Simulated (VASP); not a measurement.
# SrO (Fm-3m) in VASP: further runs, part 2 of 2

VASP 6.6.1. The steps go on from the part before.

## 6. Single point, r2SCAN

This run uses another cell than the first one, of 17.18 Å³/atom.

POSCAR

```
SrO
1.0
    0.0000000000      2.5805350200      2.5805350200
    2.5805350200      0.0000000000      2.5805350200
    2.5805350200      2.5805350200      0.0000000000
Sr O
1 1
Direct
    0.5000000000      0.5000000000      0.5000000000
    0.0000000000      0.0000000000      0.0000000000
```

INCAR.step1

```
SYSTEM = SrO
ALGO = Normal ; EDIFF = 1E-4
ENCUT = 520 ; GGA = PE
ISMEAR = -1 ; LASPH = .TRUE.
LCHARG = .FALSE. ; LREAL = .FALSE.
LWAVE = .TRUE. ; NBANDS = 15
NELM = 100 ; PREC = Accurate
SIGMA = 0.02
```

INCAR.step2

```
SYSTEM = SrO
ALGO = Normal ; EDIFF = 1E-6
ENCUT = 520 ; ISIF = 2
ISMEAR = -1 ; ISTART = 1
LASPH = .TRUE. ; LCHARG = .TRUE.
LELF = .TRUE. ; LMIXTAU = .TRUE.
LREAL = .FALSE. ; LVHAR = .TRUE.
LWAVE = .FALSE. ; METAGGA = R2SCAN
NBANDS = 15 ; NELM = 100
PREC = Accurate ; SIGMA = 0.02
```

KPOINTS

```
k-points
0
G
  10 10 10
  0 0 0
```

Potentials or basis: VASP PAW PBE potentials, release 64 (Sr_sv, O).

Launch:

```
cat potpaw_PBE.64/Sr_sv/POTCAR potpaw_PBE.64/O/POTCAR > POTCAR
cp INCAR.step1 INCAR
mpirun -np 1 vasp_std > vasp.out
cp INCAR.step2 INCAR
mpirun -np 1 vasp_std > vasp.out
```

OUTCAR:

```text
SYSTEM = SrO
   EDIFF = 1E-6
   ENCUT = 520
   ISIF = 2
   ISMEAR = -1
   ISTART = 1
   LASPH = .TRUE.
   LREAL = .FALSE.
   METAGGA = R2SCAN
   NELM = 100
   PREC = Accurate

 ion  position               nearest neighbor table
   1  0.500  0.500  0.500-   2 2.58   2 2.58   2 2.58   2 2.58   2 2.58   2 2.58
   2  0.000  0.000  0.000-   1 2.58   1 2.58   1 2.58   1 2.58   1 2.58   1 2.58

  LATTYP: Found a face centered cubic cell.
 ALAT       =     5.1610700400

  Lattice vectors:

 A1 = (   0.0000000000,   2.5805350200,   2.5805350200)
 A2 = (   2.5805350200,   0.0000000000,   2.5805350200)
 A3 = (   2.5805350200,   2.5805350200,   0.0000000000)

Analysis of symmetry for initial positions (statically):
=====================================================================
 Subroutine PRICEL returns:
 Original cell was already a primitive cell.

 Routine SETGRP: Setting up the symmetry group for a
 face centered cubic supercell.

 Subroutine GETGRP returns: Found 48 space group operations
 (whereof 48 operations were pure point group operations)
 out of a pool of 48 trial point group operations.

The static configuration has the point symmetry O_h .

Analysis of symmetry for dynamics (positions and initial velocities):
[... 170 lines left out ...]
      4     -13.2561      2.00000
      5     -13.2561      2.00000
      6       1.2905      2.00000
      7       1.2905      2.00000
      8       1.2905      2.00000
      9       5.8671      0.00000
     10       8.0427      0.00000
     11       8.0427      0.00000
     12       8.0427      0.00000
     13      10.3386      0.00000
     14      10.3386      0.00000
[... 401 lines left out ...]
      2     -15.3205      2.00000
      3     -13.5910      2.00000
      4     -13.5191      2.00000
      5     -13.1551      2.00000
      6       0.2425      2.00000
      7       0.9894      2.00000
      8       1.0599      2.00000
      9       5.7224      0.00000
     10       9.0882      0.00000
     11      11.3770      0.00000
     12      11.5926      0.00000
     13      12.0654      0.00000
     14      12.9680      0.00000
     15      17.6757      0.00000

 [... further k-points ...]
[... 5 lines left out ...]
  --------------------------------------------------------------------------------------
  -------------------------------------------------------------------------------------
  Total        0.0976966      0.0976966      0.0976966     -0.0000000     -0.0000000      0.0000000
  in kB        4.5543948      4.5543948      4.5543948     -0.0000000     -0.0000000      0.0000000
  external PRESSURE =       4.5543948 kB  Pullay stress =       0.0000000 kB

 VOLUME and BASIS-vectors are now :
 -----------------------------------------------------------------------------
  energy-cutoff  :      520.00
  volume of cell :       34.37
      direct lattice vectors                 reciprocal lattice vectors
     0.000000000  2.580535020  2.580535020    -0.193758270  0.193758270  0.193758270
     2.580535020  0.000000000  2.580535020     0.193758270 -0.193758270  0.193758270
     2.580535020  2.580535020  0.000000000     0.193758270  0.193758270 -0.193758270

 POSITION                                       TOTAL-FORCE (eV/Angst)
 -----------------------------------------------------------------------------------
      2.58054      2.58054      2.58054         0.000000      0.000000     -0.000000
      0.00000      0.00000      0.00000        -0.000000      0.000000      0.000000
 -----------------------------------------------------------------------------------
    total drift:                                0.000000      0.000000      0.000000

  FREE ENERGIE OF THE ION-ELECTRON SYSTEM (eV)
  ---------------------------------------------------
  free  energy   TOTEN  =       -27.0558144376 eV

  energy  without entropy=      -27.0558144376  energy(sigma->0) =      -27.05581444
```

OUTCAR.step1:

```text
SYSTEM = SrO
   EDIFF = 1E-4
   ENCUT = 520
   GGA = PE
   ISMEAR = -1
   LASPH = .TRUE.
   LREAL = .FALSE.
[... 651 lines left out ...]
      2.58054      2.58054      2.58054        -0.000000     -0.000000      0.000000
      0.00000      0.00000      0.00000         0.000000      0.000000     -0.000000
 -----------------------------------------------------------------------------------
    total drift:                                0.000000      0.000000      0.000000

  FREE ENERGIE OF THE ION-ELECTRON SYSTEM (eV)
  ---------------------------------------------------
  free  energy   TOTEN  =       -12.0483422285 eV

  energy  without entropy=      -12.0483422285  energy(sigma->0) =      -12.04834223
```

OSZICAR.step1:

```text
N       E                     dE             d eps       ncg     rms          rms(c)
DAV:   1     0.597890236855E+02    0.59789E+02   -0.76218E+03  1426   0.998E+02
DAV:   2    -0.108295648001E+02   -0.70619E+02   -0.64998E+02  2007   0.214E+02
DAV:   3    -0.142096252891E+02   -0.33801E+01   -0.33675E+01  2064   0.386E+01
DAV:   4    -0.142491028893E+02   -0.39478E-01   -0.39472E-01  1748   0.342E+00
DAV:   5    -0.142493977265E+02   -0.29484E-03   -0.29484E-03  1821   0.253E-01    0.161E+01
DAV:   6    -0.122004270038E+02    0.20490E+01   -0.67057E+00  1452   0.194E+01    0.190E+01
DAV:   7    -0.120571680627E+02    0.14326E+00   -0.30054E-01  1669   0.487E+00    0.110E+01
DAV:   8    -0.120463894090E+02    0.10779E-01   -0.11945E-01  1809   0.346E+00    0.413E-01
DAV:   9    -0.120477135349E+02   -0.13241E-02   -0.58745E-03  1726   0.485E-01    0.233E-01
DAV:  10    -0.120481732356E+02   -0.45970E-03   -0.44039E-04  1557   0.198E-01    0.883E-02
DAV:  11    -0.120483244296E+02   -0.15119E-03   -0.15258E-04  1528   0.909E-02    0.275E-02
DAV:  12    -0.120483422285E+02   -0.17799E-04   -0.26300E-05  1125   0.386E-02
   1 F= -.12048342E+02 E0= -.12048342E+02  d E =-.203075E-10
```

It took 2.9 min on 1 thread of AMD EPYC 7R13, shared host; peak memory 0.15 GiB.

Results:

```
Free energy            : -27.0558 eV
Pressure               : 0.5 GPa
Band gap on the k mesh : 3.75 eV (least direct gap 3.84 eV)
```

Caveat: the PAW data sets were made with another functional, which shifts forces and pressure a little. A k mesh can miss the band edges.

## 7. Summary

```tsv
cell	gap on the mesh (eV)	pressure (GPa)
a = 3.600 Å, angles 60.0°, 2 atoms	3.72	4.7
a = 3.625 Å, angles 60.0°, 2 atoms	3.74	2.5
a = 3.649 Å, angles 60.0°, 2 atoms	3.75	0.5
```

Alike in all rows: task single point; level r2SCAN; potentials or basis VASP PAW PBE potentials, release 64 (Sr_sv, O); no spin polarisation; k mesh 10 × 10 × 10; cutoff (eV) 520; smearing fermi-dirac 0.02 eV.

Caveats: the PAW data sets were made with another functional, which shifts forces and pressure a little; the cell stands under pressure (at least some runs).

Total energies depend on the potentials used, so only differences within one code and one set of settings carry meaning.
